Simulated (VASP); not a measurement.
A run of VASP 6.6.1 is set up as follows.

The input INCAR:

```
ALGO = Normal ; EDIFF = 1E-6
ENCUT = 520 ; GGA = PE
ISIF = 2 ; ISMEAR = 0
LASPH = True ; LCHARG = False
LREAL = False ; LWAVE = False
NBANDS = 9 ; NELM = 80
PREC = Accurate ; SIGMA = 0.1
```

Contents of KPOINTS:

```
k-points
0
Gamma
  15 15 15
```

POSCAR

```
Te
1.0
    2.3379333540      1.2993843954      1.7504684483
   -2.3379333540      1.2993843954      1.7504684483
    0.0000000000     -2.5323650388      1.6981877282
Te
1
Direct
    0.5000000000      0.5000000000      0.5000000000
```

Potentials or basis: VASP PAW PBE potentials, release 64 (Te).

Launch:

```sh
$ cat potpaw_PBE.64/Te/POTCAR > POTCAR
$ mpirun -np 1 vasp_std > vasp.out
```

Question: Predict the band gap on the k mesh.

Answer: Zero (bands 3 and 4 overlap by 5.15 eV).

Question: Predict the pressure.

Answer: 3.1 GPa.

Stress tensor (GPa, compression positive):
```
 1.26  0.00  0.00
 0.00  4.80 -2.20
 0.00 -2.20  3.13
```

Caveat: the cell differs from its parent crystal (strained); the cell stands under pressure; spin-orbit coupling is left out, which moves the levels of the heavy elements.
